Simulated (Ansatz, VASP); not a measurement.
**KF: VASP beside Ansatz**

Contents of POSCAR:

```
KF
1.0
    0.0000000000      2.7102548202      2.7102548202
    2.7102548202      0.0000000000      2.7102548202
    2.7102548202      2.7102548202      0.0000000000
K F
1 1
Direct
    0.5000000000      0.5000000000      0.5000000000
    0.0000000000      0.0000000000      0.0000000000
```

Contents of INCAR.step1:

```
SYSTEM = KF
ALGO = Normal
EDIFF = 1E-4
ENCUT = 520
GGA = PE
ISMEAR = 0
LASPH = .True.
LCHARG = .False.
LREAL = .False.
LWAVE = .True.
NBANDS = 15
NELM = 80
PREC = Accurate
SIGMA = 0.02
```

The input INCAR.step2:

```
SYSTEM = KF
ALGO = Normal
EDIFF = 1E-7
ENCUT = 520
ISIF = 2
ISMEAR = 0
ISTART = 1
LASPH = .True.
LCHARG = .False.
LMIXTAU = .True.
LREAL = .False.
LWAVE = .False.
METAGGA = R2SCAN
NBANDS = 15
NELM = 80
PREC = Accurate
SIGMA = 0.02
```

File KPOINTS:

```
k-points
0
Gamma
  8 8 8
  0 0 0
```

Input for Ansatz:

```yaml
crystal:
  lattice:
    - [0.0, 2.7102548202, 2.7102548202]
    - [2.7102548202, 0.0, 2.7102548202]
    - [2.7102548202, 2.7102548202, 0.0]
  atoms:
    - { symbol: K, position: [0.5, 0.5, 0.5] }
    - { symbol: F, position: [0.0, 0.0, 0.0] }
basis:
  ecutwfc: 500
kpoints:
  mp_grid: { grid: [8, 8, 8] }
  band_path:
    path:
      - [[0.0, 0.0, 0.0], [0.5, 0.0, 0.5], [0.625, 0.25, 0.625]]
      - [[0.375, 0.375, 0.75], [0.0, 0.0, 0.0], [0.5, 0.5, 0.5], [0.5, 0.25, 0.75], [0.5, 0.0, 0.5]]
    npoints: 14
hamiltonian:
  xc: r2scan
scf:
  occupations: { method: gaussian, width: 0.02 }
  n_extra_bands: 6
output:
  forces: true
  stress: true
  eigenvalues: true
  populations: true
  dos: { projected: true, de: 0.02, nscf_kmesh: { grid: [12, 12, 12] } }
  bader: true
  write_density: true
  write_potential: true
  elf: true
  volumetric_format: npy
```

Alike in both runs: task single point; functional r2SCAN; k mesh 8 × 8 × 8; occupations gaussian, width 0.02 eV; no spin polarisation.

|  | VASP | Ansatz |
| --- | --- | --- |
| version | VASP 6.6.1 | Ansatz 0.2.0 |
| potentials or method | VASP PAW PBE potentials, release 64 (K_sv, F), cutoff 520 eV | scalar-relativistic, plane waves, PAW |
| valence electrons in the cell | 16 | 16 |

```tsv
	VASP	Ansatz	Ansatz less VASP
gap on the k mesh at the Fermi level (eV)	6.61	6.61	+0.001
least direct gap on the mesh (eV)	6.61	6.61	+0.001
pressure (GPa)	-1.8	-1.8	+0.06
```

VASP's potentials were made for PBE, not for r2SCAN. The functional is the same, so the differences come from potentials, cutoffs and numerics.
